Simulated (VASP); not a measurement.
# Al2O3: single point with LDA

Al2O3:

```
Al O
1.0
     2.83805    0.00000    0.00000
    -1.41903    2.45783    0.00000
     0.00000    0.00000    9.34469
Al O
2 3
Direct
  0.00000 0.00000 0.85311
  0.00000 0.00000 0.14689
  0.33333 0.66667 0.78169
  0.66667 0.33333 0.00000
  0.33333 0.66667 0.21831
```

- Program: VASP 6.6.1
- Task: single point
- Functional: LDA
- Potentials or basis: VASP PAW LDA potentials, release 64 (Al, O)
- Cutoff: 600 eV
- k mesh: 11 × 11 × 3
- Occupations: fermi-dirac, width 0.05 eV
- Spin: no spin polarisation
- Dipole correction: no
- Further INCAR settings: ALGO = Normal; EDIFF = 1e-06; NBANDS = 20

```yaml
Pressure: 0.5 GPa
Largest_force: 0.035 eV/Å
Band_gap_on_the_k_mesh: 5.16 eV (least direct gap 5.44 eV)
```

Forces on the atoms (eV/Å):
```
Al   0.000  0.000  0.011
Al   0.000  0.000 -0.011
O    0.000  0.000 -0.035
O    0.000  0.000  0.000
O    0.000  0.000  0.035
```

Stress tensor (GPa, compression positive):
```
 0.78  0.00  0.00
 0.00  0.78  0.00
 0.00  0.00 -0.10
```

Levels at points of the mesh, in eV from the valence-band top:
| k point | band 9 | band 10 | band 11 | band 12 | band 13 | band 14 | band 15 | band 16 |
| --- | --- | --- | --- | --- | --- | --- | --- | --- |
| (0.00, 0.00, 0.00) | -1.23 | -0.60 | -0.60 | -0.28 | 5.16 | 7.62 | 8.20 | 9.36 |

Wall time 18 s on 1 thread of Intel(R) Xeon(R) 6975P-C (Granite Rapids), with other jobs on the host, peak memory 0.18 GiB.

Caveat: an odd mesh through Γ misses points on the zone boundary, where band edges can lie.
